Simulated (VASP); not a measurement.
# Ti3Al in VASP: further runs

Runs on Ti3Al. Level: PBEsol. Tasks: single point.

Program: VASP 6.6.1. These are calculated values, not measurements. Logs are shortened: lines on timing, memory, paths and dates and some standing lists are left out, and cuts for length are marked.

## (1) The cell of the first run

The structure is cubic, space group Fm-3m (No. 225). Conventional cell: a = 6.590 Å, b = 6.590 Å, c = 6.590 Å, α = 90.00°, β = 90.00°, γ = 90.00°. Ti (site symmetry m-3m) has 8 Ti at 2.85 Å and 6 Al at 3.30 Å within 3.8 Å. Within 3.8 Å of Ti (site symmetry -43m) lie 10 Ti at 2.85 to 3.30 Å and 4 Al at 2.85 Å. Within 3.8 Å of Al (site symmetry m-3m) lie 14 Ti at 2.85 to 3.30 Å.

## (2) Single point, PBEsol (17.89 Å³/atom)

File INCAR:

```
PREC = Accurate
ENCUT = 520
EDIFF = 1E-6
ISMEAR = -1
SIGMA = 0.05
LREAL = F
LASPH = T
NELM = 80
ALGO = Normal
ISIF = 2
LWAVE = F
LCHARG = T
GGA = PS
LELF = T
LVHAR = T
NBANDS = 28
```

File KPOINTS:

```
regular mesh
0
Gamma
  7 7 7
```

File POSCAR:

```
Ti3Al
1.0
    0.0000000000      3.2951653469      3.2951653469
    3.2951653469      0.0000000000      3.2951653469
    3.2951653469      3.2951653469      0.0000000000
Ti Al
3 1
Direct
    0.0000000000      0.0000000000      0.0000000000
    0.2500000000      0.2500000000      0.2500000000
    0.7500000000      0.7500000000      0.7500000000
    0.5000000000      0.5000000000      0.5000000000
```

Potentials or basis: VASP PAW PBE potentials, release 64 (Ti_sv, Al).

On the command line:

```sh
cat potpaw_PBE.64/Ti_sv/POTCAR potpaw_PBE.64/Al/POTCAR > POTCAR
mpirun -np 1 vasp_std > vasp.out
```

OUTCAR:

```text
PREC = Accurate
   ENCUT = 520
   EDIFF = 1E-6
   ISMEAR = -1
   LREAL = F
   LASPH = T
   NELM = 80
   ISIF = 2
   GGA = PS

 ion  position               nearest neighbor table
   1  0.000  0.000  0.000-   2 2.85   3 2.85   3 2.85   3 2.85   3 2.85   2 2.85   2 2.85   2 2.85

   2  0.250  0.250  0.250-   1 2.85   4 2.85   1 2.85   1 2.85   1 2.85   4 2.85   4 2.85   4 2.85

   3  0.750  0.750  0.750-   1 2.85   4 2.85   4 2.85   4 2.85   4 2.85   1 2.85   1 2.85   1 2.85

   4  0.500  0.500  0.500-   2 2.85   3 2.85   2 2.85   2 2.85   2 2.85   3 2.85   3 2.85   3 2.85

  LATTYP: Found a face centered cubic cell.
 ALAT       =     6.5903306938

  Lattice vectors:

 A1 = (   0.0000000000,   3.2951653469,   3.2951653469)
 A2 = (   3.2951653469,   0.0000000000,   3.2951653469)
 A3 = (   3.2951653469,   3.2951653469,   0.0000000000)

Analysis of symmetry for initial positions (statically):
=====================================================================
 Subroutine PRICEL returns:
 Original cell was already a primitive cell.

 Routine SETGRP: Setting up the symmetry group for a
 face centered cubic supercell.

 Subroutine GETGRP returns: Found 48 space group operations
 (whereof 48 operations were pure point group operations)
 out of a pool of 48 trial point group operations.

The static configuration has the point symmetry O_h .

Analysis of symmetry for dynamics (positions and initial velocities):
=====================================================================
 Subroutine PRICEL returns:
 Original cell was already a primitive cell.

 Routine SETGRP: Setting up the symmetry group for a
 face centered cubic supercell.

 Subroutine GETGRP returns: Found 48 space group operations
 (whereof 48 operations were pure point group operations)
 out of a pool of 48 trial point group operations.

The dynamic configuration has the point symmetry O_h .

 Subroutine INISYM returns: Found 48 space group operations
 (whereof 48 operations are pure point group operations),
 and found     1 'primitive' translations

----------------------------------------------------------------------------------------

                                     Primitive cell

  volume of cell :      71.5586

  direct lattice vectors                    reciprocal lattice vectors
     0.000000000  3.295165347  3.295165347    -0.151737454  0.151737454  0.151737454
     3.295165347  0.000000000  3.295165347     0.151737454 -0.151737454  0.151737454
     3.295165347  3.295165347  0.000000000     0.151737454  0.151737454 -0.151737454

  length of vectors
     4.660067524  4.660067524  4.660067524     0.262816980  0.262816980  0.262816980

  position of ions in fractional coordinates (direct lattice)
     0.000000000  0.000000000  0.000000000
     0.250000000  0.250000000  0.250000000
     0.750000000  0.750000000  0.750000000
     0.500000000  0.500000000  0.500000000

  ion indices of the primitive-cell ions
   primitive index   ion index
                 1           1
                 2           2
                 3           3
                 4           4

----------------------------------------------------------------------------------------

 KPOINTS: regular mesh

Automatic generation of k-mesh.
 Grid dimensions read from file:
 generate k-points for:    7    7    7

 Generating k-lattice:

  Cartesian coordinates                     Fractional coordinates (reciprocal lattice)
    -0.021676779  0.021676779  0.021676779     0.142857143  0.000000000  0.000000000
     0.021676779 -0.021676779  0.021676779     0.000000000  0.142857143  0.000000000
     0.021676779  0.021676779 -0.021676779     0.000000000  0.000000000  0.142857143

  Length of vectors
     0.037545283  0.037545283  0.037545283

  Shift w.r.t. Gamma in fractional coordinates (k-lattice)
     0.000000000  0.000000000  0.000000000

 Subroutine IBZKPT returns following result:
 ===========================================

 Found     20 irreducible k-points:

 Following reciprocal coordinates:
            Coordinates               Weight
  0.000000  0.000000  0.000000      1.000000
  0.142857  0.000000  0.000000      8.000000
  0.285714  0.000000  0.000000      8.000000
  0.428571  0.000000  0.000000      8.000000
  0.142857  0.142857  0.000000      6.000000
  0.285714  0.142857  0.000000     24.000000
[... 12 lines left out ...]
 -0.428571  0.428571  0.142857     24.000000
 -0.285714  0.428571  0.142857     24.000000
   k-points           NKPTS =     20   k-points in BZ     NKDIM =     20   number of bands    NBANDS=     28
   number of dos      NEDOS =    301   number of ions     NIONS =      4
   total plane-waves  NPLWV =  46656
   dimension x,y,z NGX =    36 NGY =   36 NGZ =   36
   dimension x,y,z NGXF=    72 NGYF=   72 NGZF=   72
   ions per type =               3   1
   NGX,Y,Z   is equivalent  to a cutoff of  12.84, 12.84, 12.84 a.u.
   NGXF,Y,Z  is equivalent  to a cutoff of  25.69, 25.69, 25.69 a.u.
 SYSTEM =  unknown system
   PREC   = accura    normal or accurate (medium, high low for compatibility)
   ISTART =      0    job   : 0-new  1-cont  2-samecut
   ICHARG =      2    charge: 1-file 2-atom 10-const
   ISPIN  =      1    spin polarized calculation?
   LNONCOLLINEAR =      F non collinear calculations
   LSORBIT =      F    spin-orbit coupling
   LASPH  =      T    aspherical Exc in radial PAW
   ENCUT  =  520.0 eV  38.22 Ry    6.18 a.u.   8.66  8.66  8.66*2*pi/ulx,y,z
   NELM   =     80;   NELMIN=  2; NELMDL= -5     # of ELM steps
   EDIFF  = 0.1E-05   stopping-criterion for ELM
   LREAL  =      F    real-space projection
   EDIFFG = 0.1E-04   stopping-criterion for IOM
   NSW    =      0    number of steps for IOM
   IBRION =     -1    ionic relax: 0-MD 1-quasi-New 2-CG
   NFREE  =      0    steps in history (QN), initial steepest desc. (CG)
   ISIF   =      2    stress and relaxation
   ISYM   =      2    0-nonsym 1-usesym 2-fastsym
   POTIM  = 0.5000    time-step for ionic-motion
   TEBEG  =    0.0;   TEEND  =   0.0 temperature during run
   PSTRESS=    0.0 pullay stress
   NELECT =      39.0000    total number of electrons
   NUPDOWN=      -1.0000    fix difference up-down
   EMIN   =  10.00;   EMAX   =-10.00  energy-range for DOS
   EFERMI =   0.00;   METHOD = LEGACY
   ISMEAR =    -1;   SIGMA  =   0.05  broadening in eV -4-tet -1-fermi 0-gaus
   EFERMI_NEDOS =   21; number of points for ismear=-14 and -15
   IALGO  =     38    algorithm
   IMIX   =      4    mixing-type and parameters
     AMIX     =   0.40;   BMIX     =  1.00
     AMIX_MAG =   1.60;   BMIX_MAG =  1.00
  volume/ion in A,a.u.               =      17.89       120.73
  Fermi-wavevector in a.u.,A,eV,Ry     =   1.337239  2.527016 24.330063  1.788209
  Thomas-Fermi vector in A             =   2.465804
   LORBIT       =      0    0 simple, 1 ext, 2 COOP (PROOUT), +10 PAW based schemes
   GGA     = PS    functional components
   LHFCALC =     F    Hartree Fock is set to
   AEXX    =    0.0000 exact exchange contribution
   IVDW    =     0    specifies the selected vdW correction
   LEPSILON=     F    determine dielectric tensor
   LRPA    =     F    only Hartree local field effects (RPA)
 non-spin polarized calculation
  energy-cutoff  :      520.00
  volume of cell :       71.56
 maximum number of plane-waves:      1948
   NGX = 17   NGY = 17   NGZ = 17

 number of electron      38.9999986 magnetization

 Free energy of the ion-electron system (eV)
  ---------------------------------------------------
  ext. energy  EPLUGINS =         0.00000000
  ---------------------------------------------------
  free energy    TOTEN  =       -29.47560111 eV

  energy without entropy =      -29.40460721  energy(sigma->0) =      -29.44010416

 E-fermi :   7.3992     XC(G=0): -11.1114

 val. band max:        7.3964017978   @ k =   0.4286   0.1429   0.0000
 cond. band min:       7.4017967984   @ k =  -0.4286   0.4286   0.1429
 fundamental gap:      0.0053950006
 Fermi energy:         7.3992070866

 k-point     1 :       0.0000    0.0000    0.0000
  band No.  band energies     occupation
      1     -49.1134      2.00000
      2     -49.0687      2.00000
      3     -48.8134      2.00000
      4     -25.4804      2.00000
      5     -25.4804      2.00000
      6     -25.4804      2.00000
[... 20 lines left out ...]
     27      10.2242      0.00000
     28      10.2242      0.00000

 k-point     2 :       0.1429    0.0000    0.0000
  band No.  band energies     occupation
      1     -49.1097      2.00000
      2     -49.0700      2.00000
      3     -48.8158      2.00000
      4     -25.5166      2.00000
      5     -25.5015      2.00000
      6     -25.5015      2.00000
[... 20 lines left out ...]
     27      10.2553      0.00000
     28      10.2553      0.00000

 k-point     3 :       0.2857    0.0000    0.0000
  band No.  band energies     occupation
      1     -49.1005      2.00000
      2     -49.0737      2.00000
      3     -48.8213      2.00000
      4     -25.5278      2.00000
      5     -25.5225      2.00000
      6     -25.5225      2.00000
[... 20 lines left out ...]
     27      10.1761      0.00000
     28      10.1761      0.00000

 k-point     4 :       0.4286    0.0000    0.0000
  band No.  band energies     occupation
      1     -49.0900      2.00000
      2     -49.0797      2.00000
      3     -48.8260      2.00000
      4     -25.5348      2.00000
      5     -25.5348      2.00000
      6     -25.5127      2.00000
[... 454 lines left out ...]
     27      10.0501      0.00000
     28      10.1460      0.00000

 k-point    19 :      -0.4286    0.4286    0.1429
  band No.  band energies     occupation
      1     -49.0860      2.00000
      2     -49.0787      2.00000
      3     -48.8310      2.00000
      4     -25.6056      2.00000
      5     -25.5706      2.00000
      6     -25.5021      2.00000
[... 20 lines left out ...]
     27       9.8630      0.00000
     28      10.2070      0.00000

 k-point    20 :      -0.2857    0.4286    0.1429
  band No.  band energies     occupation
      1     -49.0825      2.00000
      2     -49.0818      2.00000
      3     -48.8315      2.00000
      4     -25.6058      2.00000
      5     -25.5418      2.00000
      6     -25.4908      2.00000
[... 20 lines left out ...]
     27       9.9687      0.00000
     28      10.0119      0.00000

------------------------ aborting loop because EDIFF is reached ----------------------------------------

  FORCE on cell =-STRESS in cart. coord.  units (eV):
  Direction    XX          YY          ZZ          XY          YZ          ZX
  --------------------------------------------------------------------------------------
  -------------------------------------------------------------------------------------
  Total       -4.5099586     -4.5099586     -4.5099586      0.0000000      0.0000000      0.0000000
  in kB     -100.9767778   -100.9767778   -100.9767778      0.0000000      0.0000000      0.0000000
  external PRESSURE =    -100.9767778 kB  Pullay stress =       0.0000000 kB

 VOLUME and BASIS-vectors are now :
 -----------------------------------------------------------------------------
  energy-cutoff  :      520.00
  volume of cell :       71.56
      direct lattice vectors                 reciprocal lattice vectors
     0.000000000  3.295165347  3.295165347    -0.151737454  0.151737454  0.151737454
     3.295165347  0.000000000  3.295165347     0.151737454 -0.151737454  0.151737454
     3.295165347  3.295165347  0.000000000     0.151737454  0.151737454 -0.151737454

 POSITION                                       TOTAL-FORCE (eV/Angst)
 -----------------------------------------------------------------------------------
      0.00000      0.00000      0.00000        -0.000000     -0.000000     -0.000000
      1.64758      1.64758      1.64758         0.000000      0.000000      0.000000
      4.94275      4.94275      4.94275        -0.000000     -0.000000      0.000000
      3.29517      3.29517      3.29517        -0.000000     -0.000000     -0.000000
 -----------------------------------------------------------------------------------
    total drift:                                0.000000      0.000000      0.000000

  FREE ENERGIE OF THE ION-ELECTRON SYSTEM (eV)
  ---------------------------------------------------
  free  energy   TOTEN  =       -29.4756011064 eV

  energy  without entropy=      -29.4046072098  energy(sigma->0) =      -29.44010416
```

It took 30 s on 1 thread of Intel Xeon 6975P-C (Granite Rapids), shared host; peak memory 0.21 GiB.

What came out:

```
Free energy            : -29.4756 eV
Pressure               : -10.1 GPa
Band gap on the k mesh : zero (an odd number of electrons rules out a gap without spin polarisation)
```

Levels at points of the mesh, in eV from the Fermi level:
| k point | band 15 | band 16 | band 17 | band 18 | band 19 | band 20 | band 21 | band 22 | band 23 | band 24 |
| --- | --- | --- | --- | --- | --- | --- | --- | --- | --- | --- |
| (0.00, 0.00, 0.00) | -1.59 | -1.59 | -1.48 | -1.48 | 0.01 | 0.01 | 0.01 | 2.10 | 2.10 | 2.10 |

Caveat: the cell stands under tension; the PAW data sets were made with another functional, which shifts forces and pressure a little.

## (3) Single point, PBEsol (atoms moved at random)

File INCAR:

```
SYSTEM = Ti3Al
PREC = Accurate
ENCUT = 520
EDIFF = 1E-7
ISMEAR = -1
SIGMA = 0.05
LREAL = .False.
LASPH = .True.
NELM = 100
ALGO = Fast
ISIF = 2
LWAVE = .False.
LCHARG = .False.
GGA = PS
NBANDS = 28
```

File KPOINTS:

```
Automatic mesh
0
Gamma
  7 7 7
  0 0 0
```

File POSCAR:

```
Ti3Al
1.0
    0.0000000000      3.2317810000      3.2317810000
    3.2317810000      0.0000000000      3.2317810000
    3.2317810000      3.2317810000      0.0000000000
Ti Al
3 1
Direct
    0.0018000000      0.0008940000     -0.0082120000
    0.2571770000      0.2331650000      0.2593590000
    0.7573120000      0.7700640000      0.7310360000
    0.4938280000      0.5019060000      0.5042720000
```

Potentials or basis: VASP PAW PBE potentials, release 64 (Ti_sv, Al).

On the command line:

```sh
cat potpaw_PBE.64/Ti_sv/POTCAR potpaw_PBE.64/Al/POTCAR > POTCAR
mpirun -np 1 vasp_std > vasp.out
```

OUTCAR:

```text
SYSTEM = Ti3Al
   PREC = Accurate
   ENCUT = 520
   EDIFF = 1E-7
   ISMEAR = -1
   LREAL = .False.
   LASPH = .True.
   NELM = 100
   ISIF = 2
   GGA = PS

 ion  position               nearest neighbor table
   1  0.002  0.001  0.992-   2 2.73   3 2.75   3 2.76   2 2.78   2 2.82   3 2.82   2 2.87   3 2.87

   2  0.257  0.233  0.259-   4 2.73   1 2.73   1 2.78   4 2.80   4 2.82   1 2.82   4 2.85   1 2.87

   3  0.757  0.770  0.731-   4 2.73   1 2.75   4 2.75   1 2.76   1 2.82   4 2.83   1 2.87   4 2.89
[... 947 lines left out ...]
  Direction    XX          YY          ZZ          XY          YZ          ZX
  --------------------------------------------------------------------------------------
  -------------------------------------------------------------------------------------
  Total       -1.8523693     -1.8923131     -1.9269105     -0.4629203     -0.1393743      0.3451226
  in kB      -43.9625006    -44.9104931    -45.7315960    -10.9865428     -3.3077860      8.1908347
  external PRESSURE =     -44.8681966 kB  Pullay stress =       0.0000000 kB

 VOLUME and BASIS-vectors are now :
 -----------------------------------------------------------------------------
  energy-cutoff  :      520.00
  volume of cell :       67.51
      direct lattice vectors                 reciprocal lattice vectors
     0.000000000  3.231781000  3.231781000    -0.154713454  0.154713454  0.154713454
     3.231781000  0.000000000  3.231781000     0.154713454 -0.154713454  0.154713454
     3.231781000  3.231781000  0.000000000     0.154713454  0.154713454 -0.154713454

 POSITION                                       TOTAL-FORCE (eV/Angst)
 -----------------------------------------------------------------------------------
      3.20813      3.21106      0.00871         0.043366      0.085787      0.062372
      1.59173      1.66933      1.58468         0.144523     -0.314949      0.146192
      4.85123      4.81001      4.93614        -0.007862      0.119284     -0.457089
      3.25175      3.22564      3.21799        -0.180027      0.109878      0.248525
 -----------------------------------------------------------------------------------
    total drift:                               -0.000070     -0.000029      0.000010

  FREE ENERGIE OF THE ION-ELECTRON SYSTEM (eV)
  ---------------------------------------------------
  free  energy   TOTEN  =       -29.6259986715 eV

  energy  without entropy=      -29.5586999523  energy(sigma->0) =      -29.59234931
```

OSZICAR:

```text
N       E                     dE             d eps       ncg     rms          rms(c)
DAV:   1     0.458107664761E+03    0.45811E+03   -0.19118E+04  9632   0.160E+03
DAV:   2     0.173528518058E+02   -0.44075E+03   -0.43284E+03  9684   0.491E+02
DAV:   3    -0.296886612518E+02   -0.47042E+02   -0.46005E+02 17792   0.140E+02
[... 39 lines left out ...]
RMM:  43    -0.296259982244E+02   -0.16465E-06   -0.21895E-06 13504   0.646E-03    0.188E-03
RMM:  44    -0.296259983901E+02   -0.16567E-06   -0.19572E-06 12862   0.591E-03    0.190E-03
RMM:  45    -0.296259984957E+02   -0.10562E-06   -0.14310E-06 12679   0.544E-03    0.188E-03
RMM:  46    -0.296259985982E+02   -0.10252E-06   -0.12996E-06 12567   0.505E-03    0.189E-03
RMM:  47    -0.296259986715E+02   -0.73251E-07   -0.94977E-07 12432   0.468E-03
   1 F= -.29625999E+02 E0= -.29592349E+02  d E =-.672987E-01
```

stdout:

```text
POSCAR found type information on POSCAR TiAl
 POSCAR found :  2 types and       4 ions
 scaLAPACK will be used
 -----------------------------------------------------------------------------
[... 45 lines left out ...]
 num prob  num prob  num prob  num prob  num prob  num prob WARNING in EDDRMM: call to ZHEGV failed, returncode =   8  4     15
WARNING in EDDRMM: call to ZHEGV failed, returncode =   8  4     10
 num prob  num prob  num prob  num prob  num prob  num prob  num prob  num prob  num prob  num prob  num prob  num prob  num prob  num prob  num prob  num prob  num prob  num prob  num prob  num prob  num prob  num prob WARNING in EDDRMM: call to ZHEGV failed, returncode =   6  3     14
 num prob  num prob  num prob  num prob WARNING in EDDRMM: call to ZHEGV failed, returncode =   8  4      8
 num prob  num prob  num prob  num prob  num prob  num prob
```

Wall time 12 min (1 thread of Intel Xeon 6975P-C (Granite Rapids), shared host); peak memory 0.4 GiB.

Results:

```yaml
Free_energy: -29.6260 eV
Pressure: -4.5 GPa
Largest_force: 0.472 eV/Å
Band_gap_on_the_k_mesh: zero (an odd number of electrons rules out a gap without spin polarisation)
```

Forces on the atoms (eV/Å):
```
Ti   0.043  0.086  0.062
Ti   0.145 -0.315  0.146
Ti  -0.008  0.119 -0.457
Al  -0.180  0.110  0.249
```

Caveat: the cell differs from its parent crystal (atoms moved at random); the cell stands under tension; the PAW data sets were made with another functional, which shifts forces and pressure a little.
